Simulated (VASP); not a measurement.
A run of VASP 6.6.1 is set up as follows.

Contents of INCAR:

```
SYSTEM = Mg
PREC = Accurate
ENCUT = 600
EDIFF = 1E-6
ISMEAR = -1
SIGMA = 0.08
LREAL = .FALSE.
LASPH = .TRUE.
NELM = 80
ALGO = Normal
ISIF = 4
LWAVE = .FALSE.
LCHARG = .FALSE.
GGA = PE
IBRION = 2
NSW = 50
EDIFFG = -0.005
```

The input KPOINTS:

```
Automatic mesh
0
G
  7 7 10
  0 0 0
```

File POSCAR:

```
Mg
1.0
    4.8145256972      0.0000000000      0.0000000000
   -2.4072628486      4.1695015609      0.0000000000
    0.0000000000      0.0000000000      2.9237421095
Mg
3
Direct
    0.0000000000      0.0000000000      0.0000000000
    0.3333333333      0.6666666667      0.5000000000
    0.6666666667      0.3333333333      0.5000000000
```

Potentials or basis: VASP PAW PBE potentials, release 64 (Mg).

Launch:

```console
$ cat potpaw_PBE.64/Mg/POTCAR > POTCAR
$ mpirun -np 1 vasp_std > vasp.out
```

Task: Estimate the band gap on the k mesh.

Result: Zero (bands 3 and 4 overlap by 4.75 eV).

Final structure:
```
CELL_PARAMETERS angstrom
4.82802 0.00000 0.00000
-2.41401 4.18119 0.00000
0.00000 0.00000 2.90742
ATOMIC_POSITIONS crystal
Mg 0.00000 0.00000 0.00000
Mg 0.33333 0.66667 0.50000
Mg 0.66667 0.33333 0.50000
```
